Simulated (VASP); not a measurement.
Input of a VASP 6.6.1 run:

The input INCAR:

```
PREC = Accurate ; ENCUT = 520
EDIFF = 1E-6 ; ISMEAR = -1
SIGMA = 0.05 ; LREAL = Auto
LASPH = T ; NELM = 60
ALGO = Normal ; ISIF = 2
LWAVE = F ; LCHARG = F
GGA = PS ; NBANDS = 130
```

The input KPOINTS:

```
regular mesh
0
Gamma
  1 1 1
```

Contents of POSCAR:

```
SnBr2
1.0
    9.9659380000      0.0000000000      0.0000000000
    0.0000000000      8.8518340000      0.0000000000
    0.0000000000      0.0000000000     18.9593480000
Sn Br
8 16
Direct
    0.0000000000      0.0000000000      0.0527444298
    0.5000031106      0.2500046883      0.0527444298
    0.5303966370     -0.0179962706      0.3465520017
    0.0276943324      0.1961740358      0.3406709978
    0.0000000000      0.4999980795      0.0527444298
    0.5000031106      0.7500027678      0.0527444298
    0.5169809405      0.4372653170      0.3757565925
    0.0064620109      0.6970306944      0.3195574025
    0.0297312707     -0.0198376969      0.1867522027
    0.4245360547      0.0099527397      0.1162118022
    0.7986503629      0.2500046883      0.0527444298
    0.2013458241      0.2500046883      0.0527444298
    0.6192894236     -0.0586206203      0.4662818574
    0.0800928121     -0.0378000762      0.4075351114
    0.3274654127      0.2784281766      0.2940818429
    0.7323043752      0.2172318189      0.3181702240
    0.0214029026      0.4179246922      0.1861614650
    0.4668100484      0.5112725792      0.1231687925
    0.7986503629      0.7500027678      0.0527444298
    0.2013458241      0.7500027678      0.0527444298
    0.5281790836      0.3761480389      0.5133720843
    0.0038230220      0.4929035045      0.4162221190
    0.3238330401      0.6564063447      0.3121573590
    0.7088745686      0.6705164150      0.2848357444
```

Potentials or basis: VASP PAW PBE potentials, release 64 (Sn_d, Br).

The run is started by

```console
$ cat potpaw_PBE.64/Sn_d/POTCAR potpaw_PBE.64/Br/POTCAR > POTCAR
$ mpirun -np 1 vasp_gam > vasp.out
```

**Question.** What does it give for the largest force?

**Answer.** 1.938 eV/Å.

Forces in eV/Å, atoms in the order of the input:
```
Sn   0.061  0.037 -0.124
Sn   0.133  0.515 -0.868
Sn  -0.063 -0.327 -0.875
Sn  -0.130  1.660 -0.992
Sn   0.133 -0.269  0.352
Sn   0.134  0.544 -0.990
Sn   0.183  0.464  0.107
Sn   0.150 -0.046 -0.700
Br  -0.070  0.085  0.377
Br   0.239 -0.598  1.003
Br  -0.169 -0.118  0.025
Br  -0.045  0.198 -0.436
Br   0.140 -0.105  0.493
Br   0.099 -1.216  0.636
Br  -0.077 -0.877  0.354
Br  -0.107 -0.306  0.004
Br  -0.135  0.619  0.108
Br  -0.045 -0.625  1.058
Br  -0.081  0.016  0.189
Br  -0.138 -0.232 -0.133
Br  -0.203  0.040 -0.380
Br  -0.019 -0.505  0.270
Br  -0.155  0.610  0.122
Br   0.164  0.435  0.398
```

Caveat: the k points lie up to 0.71 Å⁻¹ apart; the PAW data sets were made with another functional, which shifts forces and pressure a little.
